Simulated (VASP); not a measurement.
# InSb (Fm-3m) in VASP: single point with r2SCAN

Aim: the single point of InSb with r2SCAN.

Program: VASP 6.6.1. These are calculated values, not measurements. Logs are shortened: lines on timing, memory, paths and dates and some standing lists are left out, and cuts for length are marked.

**1. The cell of the first run**

It takes space group Fm-3m (No. 225, cubic). The conventional cell has a = 6.084 Å, b = 6.084 Å, c = 6.084 Å, α = 90.00°, β = 90.00°, γ = 90.00°. In (site symmetry m-3m) has 6 Sb at 3.04 Å within 4.0 Å. Within 4.0 Å of Sb (site symmetry m-3m) lie 6 In at 3.04 Å.

**2. Single point, r2SCAN**

Contents of POSCAR:

```
InSb
1.0
    0.0000000000      3.0422106260      3.0422106260
    3.0422106260      0.0000000000      3.0422106260
    3.0422106260      3.0422106260      0.0000000000
In Sb
1 1
Direct
    0.0000000000      0.0000000000      0.0000000000
    0.5000000000      0.5000000000      0.5000000000
```

Contents of INCAR.step1:

```
PREC = Accurate
ENCUT = 550
ISMEAR = -1
SIGMA = 0.02
LREAL = False
LASPH = True
NELM = 120
NBANDS = 16
GGA = PE
ALGO = Normal
EDIFF = 1E-5
LWAVE = True
LCHARG = False
GGA_COMPAT = False
```

Contents of INCAR.step2:

```
PREC = Accurate
ENCUT = 550
EDIFF = 1E-6
ISMEAR = -1
SIGMA = 0.02
LREAL = False
LASPH = True
NELM = 120
ALGO = Normal
ISIF = 2
LWAVE = False
LCHARG = True
METAGGA = R2SCAN
LMIXTAU = True
LELF = True
LVHAR = True
NBANDS = 16
ISTART = 1
GGA_COMPAT = False
```

Contents of KPOINTS:

```
regular mesh
0
Gamma
  6 6 6
```

Potentials or basis: VASP PAW PBE potentials, release 64 (In_d, Sb).

The run is started by

```sh
$ cat potpaw_PBE.64/In_d/POTCAR potpaw_PBE.64/Sb/POTCAR > POTCAR
$ cp INCAR.step1 INCAR
$ mpirun -np 1 vasp_std > vasp.out
$ cp INCAR.step2 INCAR
$ mpirun -np 1 vasp_std > vasp.out
```

OUTCAR:

```text
PREC = Accurate
   ENCUT = 550
   EDIFF = 1E-6
   ISMEAR = -1
   LREAL = False
   LASPH = True
   NELM = 120
   ISIF = 2
   METAGGA = R2SCAN
   ISTART = 1

 ion  position               nearest neighbor table
   1  0.000  0.000  0.000-   2 3.04   2 3.04   2 3.04   2 3.04   2 3.04   2 3.04
   2  0.500  0.500  0.500-   1 3.04   1 3.04   1 3.04   1 3.04   1 3.04   1 3.04

  LATTYP: Found a face centered cubic cell.
 ALAT       =     6.0844212520

  Lattice vectors:

 A1 = (   0.0000000000,   3.0422106260,   3.0422106260)
 A2 = (   3.0422106260,   0.0000000000,   3.0422106260)
 A3 = (   3.0422106260,   3.0422106260,   0.0000000000)

Analysis of symmetry for initial positions (statically):
=====================================================================
 Subroutine PRICEL returns:
 Original cell was already a primitive cell.

 Routine SETGRP: Setting up the symmetry group for a
 face centered cubic supercell.

 Subroutine GETGRP returns: Found 48 space group operations
 (whereof 48 operations were pure point group operations)
 out of a pool of 48 trial point group operations.

The static configuration has the point symmetry O_h .

Analysis of symmetry for dynamics (positions and initial velocities):
=====================================================================
 Subroutine PRICEL returns:
 Original cell was already a primitive cell.

 Routine SETGRP: Setting up the symmetry group for a
 face centered cubic supercell.

 Subroutine GETGRP returns: Found 48 space group operations
 (whereof 48 operations were pure point group operations)
 out of a pool of 48 trial point group operations.

The dynamic configuration has the point symmetry O_h .

 Subroutine INISYM returns: Found 48 space group operations
 (whereof 48 operations are pure point group operations),
 and found     1 'primitive' translations

----------------------------------------------------------------------------------------

                                     Primitive cell

  volume of cell :      56.3116

  direct lattice vectors                    reciprocal lattice vectors
     0.000000000  3.042210626  3.042210626    -0.164354169  0.164354169  0.164354169
     3.042210626  0.000000000  3.042210626     0.164354169 -0.164354169  0.164354169
     3.042210626  3.042210626  0.000000000     0.164354169  0.164354169 -0.164354169

  length of vectors
[... 69 lines left out ...]
   LSORBIT =      F    spin-orbit coupling
   LASPH  =      T    aspherical Exc in radial PAW
   ENCUT  =  550.0 eV  40.42 Ry    6.36 a.u.   8.23  8.23  8.23*2*pi/ulx,y,z
   NELM   =    120;   NELMIN=  2; NELMDL=  0     # of ELM steps
   EDIFF  = 0.1E-05   stopping-criterion for ELM
   LREAL  =      F    real-space projection
   EDIFFG = 0.1E-04   stopping-criterion for IOM
   NSW    =      0    number of steps for IOM
   IBRION =     -1    ionic relax: 0-MD 1-quasi-New 2-CG
   NFREE  =      0    steps in history (QN), initial steepest desc. (CG)
   ISIF   =      2    stress and relaxation
   ISYM   =      2    0-nonsym 1-usesym 2-fastsym
   POTIM  = 0.5000    time-step for ionic-motion
   TEBEG  =    0.0;   TEEND  =   0.0 temperature during run
   PSTRESS=    0.0 pullay stress
   NELECT =      18.0000    total number of electrons
   NUPDOWN=      -1.0000    fix difference up-down
   EMIN   =  10.00;   EMAX   =-10.00  energy-range for DOS
   EFERMI =   0.00;   METHOD = LEGACY
   ISMEAR =    -1;   SIGMA  =   0.02  broadening in eV -4-tet -1-fermi 0-gaus
   EFERMI_NEDOS =   21; number of points for ismear=-14 and -15
   IALGO  =     38    algorithm
   IMIX   =      4    mixing-type and parameters
     AMIX     =   0.40;   BMIX     =  1.00
     AMIX_MAG =   1.60;   BMIX_MAG =  1.00
  volume/ion in A,a.u.               =      28.16       190.00
  Fermi-wavevector in a.u.,A,eV,Ry     =   1.119351  2.115267 17.047382  1.252947
  Thomas-Fermi vector in A             =   2.255990
   LORBIT       =      0    0 simple, 1 ext, 2 COOP (PROOUT), +10 PAW based schemes
   METAGGA = R2SCAN    functional components
   LHFCALC =     F    Hartree Fock is set to
   AEXX    =    0.0000 exact exchange contribution
   IVDW    =     0    specifies the selected vdW correction
   LEPSILON=     F    determine dielectric tensor
   LRPA    =     F    only Hartree local field effects (RPA)
 non-spin polarized calculation
  energy-cutoff  :      550.00
  volume of cell :       56.31
 maximum number of plane-waves:      1676
 NGX is ok and might be reduce to    36
   NGX = 17   NGY = 17   NGZ = 17

 number of electron      18.0000003 magnetization

 Free energy of the ion-electron system (eV)
  ---------------------------------------------------
  ext. energy  EPLUGINS =         0.00000000
  ---------------------------------------------------
  free energy    TOTEN  =       -48.38071187 eV

  energy without entropy =      -48.37771561  energy(sigma->0) =      -48.37921374

 E-fermi :   6.9508     XC(G=0): -10.4299

 val. band max:        6.9425087311   @ k =   0.0000   0.0000   0.0000
 cond. band min:       6.9717260104   @ k =   0.3333   0.0000   0.0000
 fundamental gap:      0.0292172793
 Fermi energy:         6.9508223526

 k-point     1 :       0.0000    0.0000    0.0000
  band No.  band energies     occupation
      1      -8.2412      2.00000
      2      -8.2412      2.00000
      3      -8.1999      2.00000
      4      -8.1999      2.00000
      5      -8.1999      2.00000
      6      -4.7148      2.00000
[... 281 lines left out ...]
      3      -8.2052      2.00000
      4      -8.1703      2.00000
      5      -8.1510      2.00000
      6      -1.8527      2.00000
[... 8 lines left out ...]
     15      17.9310      0.00000
     16      20.1422      0.00000

------------------------ aborting loop because EDIFF is reached ----------------------------------------

  FORCE on cell =-STRESS in cart. coord.  units (eV):
  Direction    XX          YY          ZZ          XY          YZ          ZX
  --------------------------------------------------------------------------------------
  -------------------------------------------------------------------------------------
  Total        0.0266429      0.0266429      0.0266429      0.0000000      0.0000000     -0.0000000
  in kB        0.7580423      0.7580423      0.7580423      0.0000000      0.0000000     -0.0000000
  external PRESSURE =       0.7580423 kB  Pullay stress =       0.0000000 kB

 VOLUME and BASIS-vectors are now :
 -----------------------------------------------------------------------------
  energy-cutoff  :      550.00
  volume of cell :       56.31
      direct lattice vectors                 reciprocal lattice vectors
     0.000000000  3.042210626  3.042210626    -0.164354169  0.164354169  0.164354169
     3.042210626  0.000000000  3.042210626     0.164354169 -0.164354169  0.164354169
     3.042210626  3.042210626  0.000000000     0.164354169  0.164354169 -0.164354169

 POSITION                                       TOTAL-FORCE (eV/Angst)
 -----------------------------------------------------------------------------------
      0.00000      0.00000      0.00000         0.000000     -0.000000     -0.000000
      3.04221      3.04221      3.04221        -0.000000      0.000000      0.000000
 -----------------------------------------------------------------------------------
    total drift:                               -0.000000      0.000000      0.000000

  FREE ENERGIE OF THE ION-ELECTRON SYSTEM (eV)
  ---------------------------------------------------
  free  energy   TOTEN  =       -48.3807118675 eV

  energy  without entropy=      -48.3777156079  energy(sigma->0) =      -48.37921374
```

OSZICAR.step1:

```text
N       E                     dE             d eps       ncg     rms          rms(c)
DAV:   1     0.120615398831E+03    0.12062E+03   -0.83175E+03   512   0.125E+03
DAV:   2     0.108474899464E+01   -0.11953E+03   -0.11494E+03   560   0.312E+02
DAV:   3    -0.649616433058E+01   -0.75809E+01   -0.75198E+01   680   0.757E+01
DAV:   4    -0.670212106715E+01   -0.20596E+00   -0.20589E+00   632   0.129E+01
DAV:   5    -0.671342390647E+01   -0.11303E-01   -0.11303E-01   736   0.257E+00    0.341E+00
DAV:   6    -0.664793445812E+01    0.65489E-01   -0.12909E-01   704   0.575E+00    0.189E+00
DAV:   7    -0.664584516101E+01    0.20893E-02   -0.32112E-02   776   0.205E+00    0.574E-01
DAV:   8    -0.664606502727E+01   -0.21987E-03   -0.43648E-03   680   0.911E-01    0.137E-01
DAV:   9    -0.664609764950E+01   -0.32622E-04   -0.47325E-04   728   0.343E-01    0.642E-02
DAV:  10    -0.664611141475E+01   -0.13765E-04   -0.43152E-05   624   0.750E-02    0.273E-02
DAV:  11    -0.664611590750E+01   -0.44927E-05   -0.74314E-06   520   0.199E-02
   1 F= -.66461159E+01 E0= -.66441892E+01  d E =-.385344E-02
```

Run time: 93 s. Hardware: 1 thread of Intel Xeon 8259CL, shared host; peak memory 0.22 GiB.

What came out:

```yaml
Free_energy: -48.3807 eV
Pressure: 0.1 GPa
Band_gap_on_the_k_mesh: zero (bands 9 and 10 overlap by 2.91 eV)
```

Levels at points of the mesh, in eV from the Fermi level:
| k point | band 7 | band 8 | band 9 | band 10 | band 11 | band 12 |
| --- | --- | --- | --- | --- | --- | --- |
| (0.00, 0.00, 0.00) | -0.22 | -0.22 | -0.22 | -0.01 | 6.42 | 6.42 |
| (0.50, 0.00, 0.00) | -6.87 | 0.21 | 0.21 | 2.51 | 2.51 | 2.52 |
| (0.50, 0.50, 0.00) | -4.84 | -3.42 | -2.43 | -2.43 | 3.43 | 8.86 |

Caveat: the structure was generated, so it needn't be the stable form of InSb; the PAW data sets were made with another functional, which shifts forces and pressure a little; spin-orbit coupling is left out, which moves the levels of the heavy elements.

The gap in the log of VASP goes by the Fermi energy; the results here count the filled bands.